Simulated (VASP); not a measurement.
# Sb (R-3m) in VASP: single point with PBE

Aim: the single point of Sb with PBE.

Program: VASP 6.6.1. These are calculated values, not measurements. Logs are shortened: lines on timing, memory, paths and dates and some standing lists are left out, and cuts for length are marked.

### Step 1. The cell of the first run

Symmetry: R-3m, No. 166, trigonal system. Conventional cell: a = 4.377 Å, b = 4.377 Å, c = 11.515 Å, α = 90.00°, β = 90.00°, γ = 120.00°. Sb (site symmetry 3m) has 6 Sb at 2.95 to 3.43 Å within 3.9 Å.

### Step 2. Single point, PBE

The input, INCAR:

```
SYSTEM = Sb
  PREC = Accurate
  ENCUT = 520
  EDIFF = 1E-6
  ISMEAR = 0
  SIGMA = 0.1
  LREAL = .False.
  LASPH = .True.
  NELM = 80
  ALGO = Normal
  ISIF = 2
  LWAVE = .False.
  LCHARG = .True.
  GGA = PE
  LELF = .True.
  LVHAR = .True.
  NBANDS = 12
```

The input, KPOINTS:

```
Automatic mesh
0
Gamma
  12 12 12
  0 0 0
```

The input, POSCAR:

```
Sb
1.0
    2.1885884601      1.2635821366      3.8382344406
   -2.1885884601      1.2635821366      3.8382344406
    0.0000000000     -2.5271642731      3.8382344407
Sb
2
Direct
    0.2328291234      0.2328291234      0.2328291234
    0.7671708766      0.7671708766      0.7671708766
```

Potentials or basis: VASP PAW PBE potentials, release 64 (Sb).

Launch:

```sh
> cat potpaw_PBE.64/Sb/POTCAR > POTCAR
> mpirun -np 1 vasp_std > vasp.out
```

OUTCAR:

```text
SYSTEM = Sb
   PREC = Accurate
   ENCUT = 520
   EDIFF = 1E-6
   ISMEAR = 0
   LREAL = .False.
   LASPH = .True.
   NELM = 80
   ISIF = 2
   GGA = PE

 ion  position               nearest neighbor table
   1  0.233  0.233  0.233-   2 2.95   2 2.95   2 2.95   2 3.43   2 3.43   2 3.43
   2  0.767  0.767  0.767-   1 2.95   1 2.95   1 2.95   1 3.43   1 3.43   1 3.43

  LATTYP: Found a trigonal (rhomboedric) cell.
 ALAT       =     4.5954981106
 COS(alpha) =     0.5463791356

  Lattice vectors:

 A1 = (   2.1885884601,   1.2635821366,   3.8382344406)
 A2 = (  -2.1885884601,   1.2635821366,   3.8382344406)
 A3 = (   0.0000000000,  -2.5271642731,   3.8382344407)

Analysis of symmetry for initial positions (statically):
=====================================================================
 Subroutine PRICEL returns:
 Original cell was already a primitive cell.

 Routine SETGRP: Setting up the symmetry group for a
 trigonal (rhombohedral) supercell.

 Subroutine GETGRP returns: Found 12 space group operations
 (whereof 12 operations were pure point group operations)
 out of a pool of 12 trial point group operations.

The static configuration has the point symmetry D_3d.

Analysis of symmetry for dynamics (positions and initial velocities):
=====================================================================
 Subroutine PRICEL returns:
 Original cell was already a primitive cell.

 Routine SETGRP: Setting up the symmetry group for a
 trigonal (rhombohedral) supercell.

 Subroutine GETGRP returns: Found 12 space group operations
 (whereof 12 operations were pure point group operations)
 out of a pool of 12 trial point group operations.

The dynamic configuration has the point symmetry D_3d.

 Subroutine INISYM returns: Found 12 space group operations
 (whereof 12 operations are pure point group operations),
 and found     1 'primitive' translations

----------------------------------------------------------------------------------------

                                     Primitive cell

  volume of cell :      63.6869

  direct lattice vectors                    reciprocal lattice vectors
     2.188588460  1.263582137  3.838234441     0.228457752  0.131900145  0.086845485
    -2.188588460  1.263582137  3.838234441    -0.228457752  0.131900145  0.086845485
     0.000000000 -2.527164273  3.838234441     0.000000000 -0.263800289  0.086845485

  length of vectors
     4.595498111  4.595498111  4.595498111     0.277727800  0.277727800  0.277727800

  position of ions in fractional coordinates (direct lattice)
     0.232829123  0.232829123  0.232829123
     0.767170877  0.767170877  0.767170877

  ion indices of the primitive-cell ions
   primitive index   ion index
                 1           1
                 2           2

----------------------------------------------------------------------------------------

 KPOINTS: Automatic mesh

Automatic generation of k-mesh.
 Grid dimensions read from file:
 generate k-points for:   12   12   12

 Generating k-lattice:

  Cartesian coordinates                     Fractional coordinates (reciprocal lattice)
     0.019038146  0.010991679  0.007237124     0.083333333 -0.000000000 -0.000000000
    -0.019038146  0.010991679  0.007237124    -0.000000000  0.083333333 -0.000000000
     0.000000000 -0.021983357  0.007237124     0.000000000  0.000000000  0.083333333

  Length of vectors
     0.023143983  0.023143983  0.023143983

  Shift w.r.t. Gamma in fractional coordinates (k-lattice)
     0.000000000  0.000000000  0.000000000

 Subroutine IBZKPT returns following result:
 ===========================================

 Found    189 irreducible k-points:

 Following reciprocal coordinates:
            Coordinates               Weight
  0.000000  0.000000  0.000000      1.000000
  0.083333 -0.000000 -0.000000      6.000000
  0.166667 -0.000000 -0.000000      6.000000
  0.250000 -0.000000 -0.000000      6.000000
  0.333333 -0.000000 -0.000000      6.000000
  0.416667 -0.000000  0.000000      6.000000
[... 16 lines left out ...]
  0.500000  0.166667 -0.000000     12.000000
 -0.416667  0.166667  0.000000     12.000000
 [... further k-points ...]
   k-points           NKPTS =    189   k-points in BZ     NKDIM =    189   number of bands    NBANDS=     12
   number of dos      NEDOS =    301   number of ions     NIONS =      2
   total plane-waves  NPLWV =  46656
   dimension x,y,z NGX =    36 NGY =   36 NGZ =   36
   dimension x,y,z NGXF=    72 NGYF=   72 NGZF=   72
   ions per type =               2
   NGX,Y,Z   is equivalent  to a cutoff of  13.02, 13.02, 13.02 a.u.
   NGXF,Y,Z  is equivalent  to a cutoff of  26.05, 26.05, 26.05 a.u.
 SYSTEM =  Sb
   PREC   = accura    normal or accurate (medium, high low for compatibility)
   ISTART =      0    job   : 0-new  1-cont  2-samecut
   ICHARG =      2    charge: 1-file 2-atom 10-const
   ISPIN  =      1    spin polarized calculation?
   LNONCOLLINEAR =      F non collinear calculations
   LSORBIT =      F    spin-orbit coupling
   LASPH  =      T    aspherical Exc in radial PAW
   ENCUT  =  520.0 eV  38.22 Ry    6.18 a.u.   8.54  8.54  8.54*2*pi/ulx,y,z
   NELM   =     80;   NELMIN=  2; NELMDL= -5     # of ELM steps
   EDIFF  = 0.1E-05   stopping-criterion for ELM
   LREAL  =      F    real-space projection
   EDIFFG = 0.1E-04   stopping-criterion for IOM
   NSW    =      0    number of steps for IOM
   IBRION =     -1    ionic relax: 0-MD 1-quasi-New 2-CG
   NFREE  =      0    steps in history (QN), initial steepest desc. (CG)
   ISIF   =      2    stress and relaxation
   ISYM   =      2    0-nonsym 1-usesym 2-fastsym
   POTIM  = 0.5000    time-step for ionic-motion
   TEBEG  =    0.0;   TEEND  =   0.0 temperature during run
   PSTRESS=    0.0 pullay stress
   NELECT =      10.0000    total number of electrons
   NUPDOWN=      -1.0000    fix difference up-down
   EMIN   =  10.00;   EMAX   =-10.00  energy-range for DOS
   EFERMI =   0.00;   METHOD = LEGACY
   ISMEAR =     0;   SIGMA  =   0.10  broadening in eV -4-tet -1-fermi 0-gaus
   EFERMI_NEDOS =   21; number of points for ismear=-14 and -15
   IALGO  =     38    algorithm
   IMIX   =      4    mixing-type and parameters
     AMIX     =   0.40;   BMIX     =  1.00
     AMIX_MAG =   1.60;   BMIX_MAG =  1.00
  volume/ion in A,a.u.               =      31.84       214.89
  Fermi-wavevector in a.u.,A,eV,Ry     =   0.883198  1.669002 10.613070  0.780039
  Thomas-Fermi vector in A             =   2.003932
   LORBIT       =      0    0 simple, 1 ext, 2 COOP (PROOUT), +10 PAW based schemes
   GGA     = PE    functional components
   LHFCALC =     F    Hartree Fock is set to
   AEXX    =    0.0000 exact exchange contribution
   IVDW    =     0    specifies the selected vdW correction
   LEPSILON=     F    determine dielectric tensor
   LRPA    =     F    only Hartree local field effects (RPA)
 non-spin polarized calculation
 Gauss-broadening in eV      SIGMA  =   0.10
  energy-cutoff  :      520.00
  volume of cell :       63.69
 maximum number of plane-waves:      1738
 NGX is ok and might be reduce to    36
   NGX = 17   NGY = 17   NGZ = 17

 number of electron      10.0000000 magnetization

 Free energy of the ion-electron system (eV)
  ---------------------------------------------------
  ext. energy  EPLUGINS =         0.00000000
  ---------------------------------------------------
  free energy    TOTEN  =        -8.27545090 eV

  energy without entropy =       -8.27479275  energy(sigma->0) =       -8.27512183

 E-fermi :   6.5894     XC(G=0):  -9.3008

 val. band max:        6.5187252675   @ k =   0.4167   0.0833   0.0833
 cond. band min:       6.5992835500   @ k =   0.3333   0.1667   0.1667
 fundamental gap:      0.0805582825
 Fermi energy:         6.5893702116

 k-point     1 :       0.0000    0.0000    0.0000
  band No.  band energies     occupation
      1      -5.6979      2.00000
      2       1.5792      2.00000
      3       4.6967      2.00000
      4       4.9385      2.00000
      5       4.9385      2.00000
      6       8.6061      0.00000
      7       9.2261      0.00000
      8       9.2261      0.00000
      9      11.8063      0.00000
     10      11.8063      0.00000
     11      11.9450      0.00000
     12      13.3486      0.00000

 k-point     2 :       0.0833   -0.0000   -0.0000
  band No.  band energies     occupation
      1      -5.6253      2.00000
      2       1.2894      2.00000
      3       4.7267      2.00000
      4       4.9183      2.00000
      5       5.0223      2.00000
      6       8.5883      0.00000
      7       9.0209      0.00000
      8       9.0644      0.00000
      9      11.4620      0.00000
     10      11.7665      0.00000
     11      11.8076      0.00000
     12      13.8447      0.00000

 k-point     3 :       0.1667   -0.0000   -0.0000
  band No.  band energies     occupation
      1      -5.4082      2.00000
      2       0.5748      2.00000
      3       4.7291      2.00000
      4       4.8693      2.00000
      5       5.2627      2.00000
      6       8.3457      0.00000
      7       8.5680      0.00000
      8       8.6407      0.00000
      9      11.2488      0.00000
     10      11.7389      0.00000
     11      12.0643      0.00000
     12      14.9411      0.00000

 k-point     4 :       0.2500   -0.0000   -0.0000
  band No.  band energies     occupation
      1      -5.0504      2.00000
      2      -0.3320      2.00000
      3       4.7320      2.00000
      4       4.8165      2.00000
      5       5.5302      2.00000
      6       7.8279      0.00000
      7       8.0167      0.00000
      8       8.1259      0.00000
      9      11.5851      0.00000
     10      12.1522      0.00000
     11      12.6782      0.00000
     12      16.2647      0.00000

 k-point     5 :       0.3333   -0.0000   -0.0000
  band No.  band energies     occupation
      1      -4.5598      2.00000
      2      -1.2834      2.00000
      3       4.7717      2.00000
      4       4.7800      2.00000
      5       5.7849      2.00000
      6       7.2887      0.00000
      7       7.4472      0.00000
      8       7.6706      0.00000
      9      12.2674      0.00000
     10      13.0209      0.00000
     11      13.5738      0.00000
     12      16.8696      0.00000
[... 228 lines left out ...]
      1      -4.7043      2.00000
      2      -0.6913      2.00000
      3       3.6727      2.00000
      4       4.0424      2.00000
      5       5.1167      2.00000
      6       8.2084      0.00000
      7       8.9985      0.00000
      8       9.3008      0.00000
      9      10.6371      0.00000
     10      13.6377      0.00000
     11      14.1308      0.00000
     12      15.4732      0.00000

 k-point    22 :       0.4167    0.1667    0.0000
  band No.  band energies     occupation
      1      -4.1989      2.00000
      2      -1.5069      2.00000
      3       3.4937      2.00000
      4       4.0083      2.00000
      5       4.8730      2.00000
      6       8.4088      0.00000
      7       8.6049      0.00000
      8       9.1060      0.00000
      9      11.1708      0.00000
     10      14.3636      0.00000
     11      15.2192      0.00000
     12      15.6843      0.00000

 k-point    23 :       0.5000    0.1667   -0.0000
  band No.  band energies     occupation
      1      -3.6064      2.00000
      2      -2.3018      2.00000
      3       3.2670      2.00000
      4       4.1661      2.00000
      5       4.8670      2.00000
      6       8.0685      0.00000
      7       8.1814      0.00000
      8       9.2930      0.00000
      9      12.1884      0.00000
     10      14.4301      0.00000
     11      15.2906      0.00000
     12      15.5767      0.00000

 k-point    24 :      -0.4167    0.1667    0.0000
  band No.  band energies     occupation
      1      -3.3398      2.00000
      2      -2.6226      2.00000
      3       3.1068      2.00000
      4       4.4785      2.00000
      5       5.0333      2.00000
      6       7.5918      0.00000
      7       7.8323      0.00000
      8       9.5865      0.00000
      9      13.0991      0.00000
     10      13.6459      0.00000
     11      14.2571      0.00000
     12      16.4098      0.00000

 [... further k-points ...]

------------------------ aborting loop because EDIFF is reached ----------------------------------------

  FORCE on cell =-STRESS in cart. coord.  units (eV):
  Direction    XX          YY          ZZ          XY          YZ          ZX
  --------------------------------------------------------------------------------------
  -------------------------------------------------------------------------------------
  Total        0.0130722      0.0130722      0.0126302      0.0000000     -0.0000000      0.0000000
  in kB        0.3288589      0.3288589      0.3177399      0.0000000     -0.0000000      0.0000000
  external PRESSURE =       0.3251526 kB  Pullay stress =       0.0000000 kB

 VOLUME and BASIS-vectors are now :
 -----------------------------------------------------------------------------
  energy-cutoff  :      520.00
  volume of cell :       63.69
      direct lattice vectors                 reciprocal lattice vectors
     2.188588460  1.263582137  3.838234441     0.228457752  0.131900145  0.086845485
    -2.188588460  1.263582137  3.838234441    -0.228457752  0.131900145  0.086845485
     0.000000000 -2.527164273  3.838234441     0.000000000 -0.263800289  0.086845485

 POSITION                                       TOTAL-FORCE (eV/Angst)
 -----------------------------------------------------------------------------------
      0.00000      0.00000      2.68096         0.000000      0.000000      0.031987
      0.00000      0.00000      8.83375         0.000000     -0.000000     -0.031987
 -----------------------------------------------------------------------------------
    total drift:                                0.000000      0.000000      0.000000

  FREE ENERGIE OF THE ION-ELECTRON SYSTEM (eV)
  ---------------------------------------------------
  free  energy   TOTEN  =        -8.2754508997 eV

  energy  without entropy=       -8.2747927547  energy(sigma->0) =       -8.27512183
```

It took 3 min on 1 thread of AMD EPYC 7R43 (Zen 3), shared host; peak memory 0.24 GiB.

Results:

| Item | Value |
| --- | --- |
| Free energy | -8.2755 eV |
| Pressure | 0.0 GPa |
| Largest force | 0.032 eV/Å |
| Band gap on the k mesh | zero (band 5 reaches 6.60 eV, above the bottom of band 6 at 6.41 eV) |

Forces in eV/Å, atoms in the order of the input:
```
Sb   0.000  0.000  0.032
Sb   0.000  0.000 -0.032
```

Caveat: spin-orbit coupling is left out, which moves the levels of the heavy elements.
